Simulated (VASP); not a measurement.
# SnO (Cmce) in VASP: single point with r2SCAN

Aim: the single point of SnO with r2SCAN.

All numbers are computed with VASP 6.6.1; they aren't measurements. Logs are shortened: lines on timing, memory, paths and dates and some standing lists are left out, and cuts for length are marked.

## (1) The cell of the first run

The typed cell holds 8 atoms: a = 3.808 Å, b = 3.808 Å, c = 9.881 Å, α = 90.00°, β = 90.00°, γ = 90.00°.

## (2) Single point, r2SCAN

Input file POSCAR:

```
SnO
1.0
    2.6923937338     -2.6923902845      0.0000000000
    2.6923937338      2.6923902845      0.0000000000
    0.0000000000      0.0000000000      9.8813501683
Sn O
4 4
Direct
    0.7500922691      0.2499077309      0.8660960299
    0.2499077309      0.7500922691      0.1339039701
    0.7499077309      0.2500922691      0.3660960299
    0.2500922691      0.7499077309      0.6339039701
    0.2498991820      0.2501008180      0.2500000000
    0.7501008180      0.7498991820      0.7500000000
    0.2501008180      0.2498991820      0.7500000000
    0.7498991820      0.7501008180      0.2500000000
```

Input file INCAR.step1:

```
PREC = Accurate
ENCUT = 520
ISMEAR = 0
SIGMA = 0.03
LREAL = False
LASPH = True
NELM = 80
NBANDS = 50
GGA = PE
ALGO = Normal
EDIFF = 1E-4
LWAVE = True
LCHARG = False
```

Input file INCAR.step2:

```
PREC = Accurate
ENCUT = 520
EDIFF = 1E-6
ISMEAR = 0
SIGMA = 0.03
LREAL = False
LASPH = True
NELM = 80
ALGO = Normal
ISIF = 2
LWAVE = False
LCHARG = True
METAGGA = R2SCAN
LMIXTAU = True
LELF = True
LVHAR = True
NBANDS = 50
ISTART = 1
```

Input file KPOINTS:

```
regular mesh
0
Gamma
  10 10 4
```

Potentials or basis: VASP PAW PBE potentials, release 64 (Sn_d, O).

On the command line:

```console
$ cat potpaw_PBE.64/Sn_d/POTCAR potpaw_PBE.64/O/POTCAR > POTCAR
$ cp INCAR.step1 INCAR
$ mpirun -np 1 vasp_std > vasp.out
$ cp INCAR.step2 INCAR
$ mpirun -np 1 vasp_std > vasp.out
```

OUTCAR:

```text
PREC = Accurate
   ENCUT = 520
   EDIFF = 1E-6
   ISMEAR = 0
   LREAL = False
   LASPH = True
   NELM = 80
   ISIF = 2
   METAGGA = R2SCAN
   ISTART = 1

 ion  position               nearest neighbor table
   1  0.750  0.250  0.866-   6 2.22   7 2.22   7 2.22   6 2.22   4 3.54   4 3.54   4 3.54   4 3.54

   2  0.250  0.750  0.134-   5 2.22   8 2.22   5 2.22   8 2.22   3 3.54   3 3.54   3 3.54   3 3.54

   3  0.750  0.250  0.366-   5 2.22   8 2.22   8 2.22   5 2.22   2 3.54   2 3.54   2 3.54   2 3.54

   4  0.250  0.750  0.634-   6 2.22   7 2.22   6 2.22   7 2.22   1 3.54   1 3.54   1 3.54   1 3.54

   5  0.250  0.250  0.250-   2 2.22   3 2.22   3 2.22   2 2.22
   6  0.750  0.750  0.750-   1 2.22   4 2.22   1 2.22   4 2.22
   7  0.250  0.250  0.750-   1 2.22   4 2.22   4 2.22   1 2.22
   8  0.750  0.750  0.250-   2 2.22   3 2.22   2 2.22   3 2.22

  LATTYP: Found a simple tetragonal cell.
 ALAT       =     3.8076172946
 C/A-ratio  =     2.5951531900

  Lattice vectors:

 A1 = (   2.6923937338,  -2.6923902845,   0.0000000000)
 A2 = (   2.6923937338,   2.6923902845,   0.0000000000)
 A3 = (   0.0000000000,   0.0000000000,   9.8813501683)

Analysis of symmetry for initial positions (statically):
=====================================================================
 Subroutine PRICEL returns:
 Original cell was already a primitive cell.

 Routine SETGRP: Setting up the symmetry group for a
 simple tetragonal supercell.

 Subroutine GETGRP returns: Found  8 space group operations
 (whereof  4 operations were pure point group operations)
 out of a pool of 16 trial point group operations.

The static configuration has the point symmetry C_2h.
 The point group associated with its full space group is D_2h.

Analysis of symmetry for dynamics (positions and initial velocities):
=====================================================================
 Subroutine PRICEL returns:
 Original cell was already a primitive cell.

 Routine SETGRP: Setting up the symmetry group for a
 simple tetragonal supercell.

 Subroutine GETGRP returns: Found  8 space group operations
 (whereof  4 operations were pure point group operations)
 out of a pool of 16 trial point group operations.

The dynamic configuration has the point symmetry C_2h.
 The point group associated with its full space group is D_2h.

 Subroutine INISYM returns: Found  8 space group operations
 (whereof  4 operations are pure point group operations),
 and found     1 'primitive' translations

----------------------------------------------------------------------------------------

                                     Primitive cell

  volume of cell :     143.2593

  direct lattice vectors                    reciprocal lattice vectors
     2.692393734 -2.692390285  0.000000000     0.185708351 -0.185708589  0.000000000
     2.692393734  2.692390285  0.000000000     0.185708351  0.185708589  0.000000000
     0.000000000  0.000000000  9.881350168     0.000000000  0.000000000  0.101200745

  length of vectors
     3.807617295  3.807617295  9.881350168     0.262631437  0.262631437  0.101200745

  position of ions in fractional coordinates (direct lattice)
     0.750092269  0.249907731  0.866096030
     0.249907731  0.750092269  0.133903970
     0.749907731  0.250092269  0.366096030
     0.250092269  0.749907731  0.633903970
     0.249899182  0.250100818  0.250000000
     0.750100818  0.749899182  0.750000000
     0.250100818  0.249899182  0.750000000
     0.749899182  0.750100818  0.250000000

  ion indices of the primitive-cell ions
   primitive index   ion index
                 1           1
                 2           2
                 3           3
                 4           4
                 5           5
                 6           6
                 7           7
                 8           8

----------------------------------------------------------------------------------------

 KPOINTS: regular mesh

Automatic generation of k-mesh.
 Grid dimensions read from file:
 generate k-points for:   10   10    4

 Generating k-lattice:

  Cartesian coordinates                     Fractional coordinates (reciprocal lattice)
     0.018570835 -0.018570859  0.000000000     0.100000000  0.000000000  0.000000000
     0.018570835  0.018570859  0.000000000     0.000000000  0.100000000  0.000000000
     0.000000000  0.000000000  0.025300186     0.000000000  0.000000000  0.250000000

  Length of vectors
     0.026263144  0.026263144  0.025300186

  Shift w.r.t. Gamma in fractional coordinates (k-lattice)
     0.000000000  0.000000000  0.000000000

 Subroutine IBZKPT returns following result:
 ===========================================

 Found     93 irreducible k-points:

 Following reciprocal coordinates:
            Coordinates               Weight
  0.000000  0.000000  0.000000      1.000000
  0.100000  0.000000  0.000000      4.000000
  0.200000  0.000000  0.000000      4.000000
  0.300000 -0.000000  0.000000      4.000000
  0.400000  0.000000  0.000000      4.000000
  0.500000  0.000000  0.000000      2.000000
[... 16 lines left out ...]
  0.300000  0.300000  0.000000      2.000000
 -0.300000  0.300000  0.000000      2.000000
 [... further k-points ...]
   k-points           NKPTS =     93   k-points in BZ     NKDIM =     93   number of bands    NBANDS=     50
   number of dos      NEDOS =    301   number of ions     NIONS =      8
   total plane-waves  NPLWV =  62720
   dimension x,y,z NGX =    28 NGY =   28 NGZ =   80
   dimension x,y,z NGXF=    56 NGYF=   56 NGZF=  160
   ions per type =               4   4
   NGX,Y,Z   is equivalent  to a cutoff of  12.23, 12.23, 13.46 a.u.
   NGXF,Y,Z  is equivalent  to a cutoff of  24.45, 24.45, 26.92 a.u.
 SYSTEM =  unknown system
   PREC   = accura    normal or accurate (medium, high low for compatibility)
   ISTART =      1    job   : 0-new  1-cont  2-samecut
   ICHARG =      0    charge: 1-file 2-atom 10-const
   ISPIN  =      1    spin polarized calculation?
   LNONCOLLINEAR =      F non collinear calculations
   LSORBIT =      F    spin-orbit coupling
   LASPH  =      T    aspherical Exc in radial PAW
   ENCUT  =  520.0 eV  38.22 Ry    6.18 a.u.   7.08  7.08 18.37*2*pi/ulx,y,z
   NELM   =     80;   NELMIN=  2; NELMDL=  0     # of ELM steps
   EDIFF  = 0.1E-05   stopping-criterion for ELM
   LREAL  =      F    real-space projection
   EDIFFG = 0.1E-04   stopping-criterion for IOM
   NSW    =      0    number of steps for IOM
   IBRION =     -1    ionic relax: 0-MD 1-quasi-New 2-CG
   NFREE  =      0    steps in history (QN), initial steepest desc. (CG)
   ISIF   =      2    stress and relaxation
   ISYM   =      2    0-nonsym 1-usesym 2-fastsym
   POTIM  = 0.5000    time-step for ionic-motion
   TEBEG  =    0.0;   TEEND  =   0.0 temperature during run
   PSTRESS=    0.0 pullay stress
   NELECT =      80.0000    total number of electrons
   NUPDOWN=      -1.0000    fix difference up-down
   EMIN   =  10.00;   EMAX   =-10.00  energy-range for DOS
   EFERMI =   0.00;   METHOD = LEGACY
   ISMEAR =     0;   SIGMA  =   0.03  broadening in eV -4-tet -1-fermi 0-gaus
   EFERMI_NEDOS =   21; number of points for ismear=-14 and -15
   IALGO  =     38    algorithm
   IMIX   =      4    mixing-type and parameters
     AMIX     =   0.40;   BMIX     =  1.00
     AMIX_MAG =   1.60;   BMIX_MAG =  1.00
  volume/ion in A,a.u.               =      17.91       120.85
  Fermi-wavevector in a.u.,A,eV,Ry     =   1.348126  2.547589 24.727829  1.817444
  Thomas-Fermi vector in A             =   2.475821
   LORBIT       =      0    0 simple, 1 ext, 2 COOP (PROOUT), +10 PAW based schemes
   METAGGA = R2SCAN    functional components
   LHFCALC =     F    Hartree Fock is set to
   AEXX    =    0.0000 exact exchange contribution
   IVDW    =     0    specifies the selected vdW correction
   LEPSILON=     F    determine dielectric tensor
   LRPA    =     F    only Hartree local field effects (RPA)
 non-spin polarized calculation
 Gauss-broadening in eV      SIGMA  =   0.03
  energy-cutoff  :      520.00
  volume of cell :      143.26
 maximum number of plane-waves:      3884
   NGX = 15   NGY = 15   NGZ = 37

 number of electron      79.9999989 magnetization

 Free energy of the ion-electron system (eV)
  ---------------------------------------------------
  ext. energy  EPLUGINS =         0.00000000
  ---------------------------------------------------
  free energy    TOTEN  =      -133.80725397 eV

  energy without entropy =     -133.80725397  energy(sigma->0) =     -133.80725397

 E-fermi :   7.0508     XC(G=0): -10.7906

 val. band max:        6.8941863583   @ k =   0.0000   0.0000   0.0000
 cond. band min:       7.2704411053   @ k =   0.5000   0.5000   0.0000
 fundamental gap:      0.3762547470
 Fermi energy:         7.0507920554

 k-point     1 :       0.0000    0.0000    0.0000
  band No.  band energies     occupation
      1     -16.0349      2.00000
      2     -16.0222      2.00000
      3     -15.4858      2.00000
      4     -15.4725      2.00000
      5     -15.4557      2.00000
      6     -15.4557      2.00000
[... 42 lines left out ...]
     49      12.8555      0.00000
     50      12.8555      0.00000

 k-point     2 :       0.1000    0.0000    0.0000
  band No.  band energies     occupation
      1     -16.0294      2.00000
      2     -16.0180      2.00000
      3     -15.4944      2.00000
      4     -15.4762      2.00000
      5     -15.4592      2.00000
      6     -15.4541      2.00000
[... 42 lines left out ...]
     49      12.5654      0.00000
     50      12.9175      0.00000

 k-point     3 :       0.2000    0.0000    0.0000
  band No.  band energies     occupation
      1     -16.0133      2.00000
      2     -16.0059      2.00000
      3     -15.6130      2.00000
      4     -15.5872      2.00000
      5     -15.4537      2.00000
      6     -15.4489      2.00000
[... 1102 lines left out ...]
     49      12.5017      0.00000
     50      13.8022      0.00000

 k-point    24 :      -0.3000    0.3000    0.0000
  band No.  band energies     occupation
      1     -15.9750      2.00000
      2     -15.9666      2.00000
      3     -15.8387      2.00000
      4     -15.8362      2.00000
      5     -15.4467      2.00000
      6     -15.4362      2.00000
[... 42 lines left out ...]
     49      12.5017      0.00000
     50      13.8024      0.00000

 [... further k-points ...]
[... 5 lines left out ...]
  --------------------------------------------------------------------------------------
  -------------------------------------------------------------------------------------
  Total        0.5326964      0.5329030      0.4573371      0.0000000     -0.0000000      0.0000000
  in kB        5.9575466      5.9598571      5.1147467      0.0000000     -0.0000000      0.0000000
  external PRESSURE =       5.6773834 kB  Pullay stress =       0.0000000 kB

 VOLUME and BASIS-vectors are now :
 -----------------------------------------------------------------------------
  energy-cutoff  :      520.00
  volume of cell :      143.26
      direct lattice vectors                 reciprocal lattice vectors
     2.692393734 -2.692390285  0.000000000     0.185708351 -0.185708589  0.000000000
     2.692393734  2.692390285  0.000000000     0.185708351  0.185708589  0.000000000
     0.000000000  0.000000000  9.881350168     0.000000000  0.000000000  0.101200745

 POSITION                                       TOTAL-FORCE (eV/Angst)
 -----------------------------------------------------------------------------------
      2.69239     -1.34669      8.55820         0.000000      0.000126      0.146897
      2.69239      1.34669      1.32315         0.000000     -0.000126     -0.146897
      2.69239     -1.34570      3.61752         0.000000     -0.000126      0.146897
      2.69239      1.34570      6.26383         0.000000      0.000126     -0.146897
      1.34620      0.00054      2.47034         0.000000     -0.000423     -0.000000
      4.03859     -0.00054      7.41101         0.000000      0.000423     -0.000000
      1.34620     -0.00054      7.41101         0.000000      0.000423     -0.000000
      4.03859      0.00054      2.47034         0.000000     -0.000423     -0.000000
 -----------------------------------------------------------------------------------
    total drift:                               -0.000000      0.000000      0.000000

  FREE ENERGIE OF THE ION-ELECTRON SYSTEM (eV)
  ---------------------------------------------------
  free  energy   TOTEN  =      -133.8072539660 eV

  energy  without entropy=     -133.8072539660  energy(sigma->0) =     -133.80725397
```

Run time: 59 min. Hardware: 1 thread of Oxide Virtual Turin-like, shared host; peak memory 0.55 GiB.

What came out:

| Item | Value |
| --- | --- |
| Free energy | -133.8073 eV |
| Pressure | 0.6 GPa |
| Largest force | 0.147 eV/Å |
| Band gap on the k mesh | 0.38 eV |

Forces in eV/Å, atoms in the order of the input:
```
Sn   0.000  0.000  0.147
Sn   0.000  0.000 -0.147
Sn   0.000  0.000  0.147
Sn   0.000  0.000 -0.147
O    0.000  0.000  0.000
O    0.000  0.000  0.000
O    0.000  0.000  0.000
O    0.000  0.000  0.000
```

Stress tensor (GPa, compression positive):
```
0.60 0.00 0.00
0.00 0.60 0.00
0.00 0.00 0.51
```

Caveat: the PAW data sets were made with another functional, which shifts forces and pressure a little; spin-orbit coupling is left out, which moves the levels of the heavy elements.
